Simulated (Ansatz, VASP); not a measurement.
**One calculation of AlN, two programs**

```
CELL_PARAMETERS angstrom
3.37193 0.00000 0.00000
0.00000 3.37193 0.00000
0.00000 0.00000 4.28897
ATOMIC_POSITIONS crystal
Al 0.00000 0.50000 0.23850
Al 0.50000 0.00000 0.76150
N 0.00000 0.00000 0.00000
N 0.50000 0.50000 0.00000
```

Change from the starting cell: species swapped into the SnO type (P4/nmm, No. 129).

Alike in both runs: task relaxation of cell and atoms; functional PBE; k mesh 6 × 6 × 4; occupations gaussian, width 0.1 eV; no spin polarisation.

|  | VASP | Ansatz |
| --- | --- | --- |
| version | VASP 6.6.1 | Ansatz 0.2.0 |
| potentials or method | VASP PAW PBE potentials, release 64 (Al, N), cutoff 600 eV | scalar-relativistic, plane waves, PAW |
| valence electrons in the cell | 16 | 16 |

VASP gave:

* gap on the k mesh at the Fermi level, each at its own relaxed structure (eV): 0.81
* relaxed volume (Å³/atom): 16.89
* relaxed cell length with the largest relative difference (Å): 4.669

Q: Which values does Ansatz return?

A: gap on the k mesh at the Fermi level, each at its own relaxed structure (eV): 0.75; relaxed volume (Å³/atom): 16.40; relaxed cell length with the largest relative difference (Å): 4.524.

Noted on VASP's run: the volume moved by over 15 % at a fixed basis, so the end points are rough.
